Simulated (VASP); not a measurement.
TaN, 2 atoms in the cell. It takes space group P-6m2 (No. 187, hexagonal). The conventional cell has a = 2.887 Å, b = 2.887 Å, c = 3.014 Å, α = 90.00°, β = 90.00°, γ = 120.00°. Within 3.0 Å of Ta (site symmetry -6m2) lie 6 N at 2.25 Å and 6 Ta at 2.89 Å. Within 3.0 Å of N (site symmetry -6m2) lie 6 Ta at 2.25 Å and 6 N at 2.89 Å. 

* Program: VASP 6.6.1
* Task: single point
* Functional: PBEsol
* Potentials or basis: VASP PAW PBE potentials, release 64 (Ta_pv, N)
* Cutoff: 520 eV
* k mesh: 18 × 18 × 16
* Occupations: gaussian, width 0.15 eV
* Spin: no spin polarisation
* Dipole correction: no
* Further INCAR settings: ALGO = Normal; EDIFF = 1e-07; NBANDS = 15

Potentials or basis: VASP PAW PBE potentials, release 64 (Ta_pv, N).

Command:

```bash
$ cat potpaw_PBE.64/Ta_pv/POTCAR potpaw_PBE.64/N/POTCAR > POTCAR
$ mpirun -np 1 vasp_std > vasp.out
```

Hardware: 1 thread of Intel(R) Xeon(R) 6975P-C (Granite Rapids) (shared host).

Q: How long does it take, and how much memory?

A: Run time: 36 s on 1 thread of Intel(R) Xeon(R) 6975P-C (Granite Rapids) (shared host), peak memory 0.23 GiB. Counts: scf iterations 13, k points 333.
